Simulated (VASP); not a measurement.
Input of a VASP 6.6.1 run:

Contents of INCAR:

```
SYSTEM = C
PREC = Accurate
ENCUT = 520
EDIFF = 1E-6
ISMEAR = 0
SIGMA = 0.1
LREAL = .FALSE.
LASPH = .TRUE.
NELM = 60
ALGO = Normal
ISIF = 2
LWAVE = .FALSE.
LCHARG = .FALSE.
GGA = PS
ISYM = 0
NBANDS = 11
```

The input KPOINTS:

```
Automatic mesh
0
G
  14 4 18
  0 0 0
```

The input POSCAR:

```
C
1.0
    2.4588140218      0.0000000000      0.0000000000
    0.0000000000      9.5276863356      0.0000000000
    1.2294070109      0.9518207539      1.9048259889
C
2
Direct
    0.3333333333      0.0000000000      0.3333333333
    0.6666666667      0.0000000000      0.6666666667
```

Potentials or basis: VASP PAW PBE potentials, release 64 (C).

Launch:

```bash
$ cat potpaw_PBE.64/C/POTCAR > POTCAR
$ mpirun -np 1 vasp_std > vasp.out
```

Question: Predict the largest force.

Answer: 0.034 eV/Å.

Forces on the atoms (eV/Å):
```
C   -0.010 -0.014 -0.029
C    0.010  0.014  0.029
```

Caveat: there is no dipole correction, which matters where the two faces differ; the PAW data sets were made with another functional, which shifts forces and pressure a little.
